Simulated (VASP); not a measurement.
Here is a VASP 6.6.1 calculation.

POSCAR

```
SiC
1.0
    3.0131199820      0.0000000000      0.0000000000
   -1.5065599910      2.6094384491      0.0000000000
    0.0000000000      0.0000000000      4.9428112320
Si C
2 2
Direct
    0.3333333333      0.6666666667      0.0045681927
    0.6666666667      0.3333333333      0.5045681927
    0.3333333333      0.6666666667      0.3804318073
    0.6666666667      0.3333333333      0.8804318073
```

Contents of INCAR.step1:

```
  PREC = Accurate
  ENCUT = 520
  ISMEAR = 0
  SIGMA = 0.02
  LREAL = F
  LASPH = T
  NELM = 80
  NBANDS = 16
  GGA = PE
  ALGO = Normal
  EDIFF = 1E-4
  LWAVE = T
  LCHARG = F
```

File INCAR.step2:

```
  PREC = Accurate
  ENCUT = 520
  EDIFF = 1E-6
  ISMEAR = 0
  SIGMA = 0.02
  LREAL = F
  LASPH = T
  NELM = 80
  ALGO = Normal
  ISIF = 2
  LWAVE = F
  LCHARG = F
  METAGGA = R2SCAN
  LMIXTAU = T
  NBANDS = 16
  ISTART = 1
```

KPOINTS

```
regular mesh
0
Gamma
  12 12 6
```

Potentials or basis: VASP PAW PBE potentials, release 64 (Si, C).

The run is started by

```bash
$ cat potpaw_PBE.64/Si/POTCAR potpaw_PBE.64/C/POTCAR > POTCAR
$ cp INCAR.step1 INCAR
$ mpirun -np 1 vasp_std > vasp.out
$ cp INCAR.step2 INCAR
$ mpirun -np 1 vasp_std > vasp.out
```

Problem. Estimate the largest force.

Solution. 0.008 eV/Å.

Problem. What does it give for the band gap on the k mesh?

Solution. 2.57 eV, indirect (least direct gap 4.63 eV).

Forces on the atoms (eV/Å):
```
Si   0.000  0.000  0.008
Si   0.000  0.000  0.008
C    0.000  0.000 -0.008
C    0.000  0.000 -0.008
```

Caveat: the PAW data sets were made with another functional, which shifts forces and pressure a little. A k mesh can miss the band edges.
